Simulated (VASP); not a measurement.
Here is a VASP 6.6.1 calculation.

POSCAR

```
BAs
1.0
    0.0000000000      2.4287023655      2.4287023655
    2.4287023655      0.0000000000      2.4287023655
    2.4287023655      2.4287023655      0.0000000000
B As
1 1
Direct
    0.0000000000      0.0000000000      0.0000000000
    0.2500000000      0.2500000000      0.2500000000
```

File INCAR.step1:

```
PREC = Accurate
ENCUT = 420
EDIFF = 1E-5
ISMEAR = 0
SIGMA = 0.01
LREAL = F
LASPH = T
NELM = 120
ALGO = Normal
ISIF = 2
LWAVE = T
GGA = PE
NBANDS = 11
GGA_COMPAT = F
```

INCAR.step2

```
PREC = Accurate
ENCUT = 420
EDIFF = 1E-6
ISMEAR = 0
SIGMA = 0.01
LREAL = F
LASPH = T
NELM = 120
ALGO = Normal
ISIF = 2
LWAVE = F
LCHARG = T
GGA = PE
LHFCALC = T
HFSCREEN = 0.2079
PRECFOCK = Normal
LELF = T
LVHAR = T
ISTART = 1
NBANDS = 11
GGA_COMPAT = F
```

Contents of KPOINTS:

```
regular mesh
0
Gamma
  6 6 6
```

Potentials or basis: VASP PAW PBE potentials, release 64 (B, As).

Command:

```console
$ cat potpaw_PBE.64/B/POTCAR potpaw_PBE.64/As/POTCAR > POTCAR
$ cp INCAR.step1 INCAR
$ mpirun -np 1 vasp_std > vasp.out
$ cp INCAR.step2 INCAR
$ mpirun -np 1 vasp_std > vasp.out
```

(1) What does it give for the band gap on the k mesh?

(2) Estimate the pressure.

## Answers

(1) 1.98 eV (least direct gap 4.05 eV).

(2) -7.1 GPa.

Caveat: the cell differs from its parent crystal (strain +1.5%); the cell stands under tension; the PAW data sets were made with another functional, which shifts forces and pressure a little.
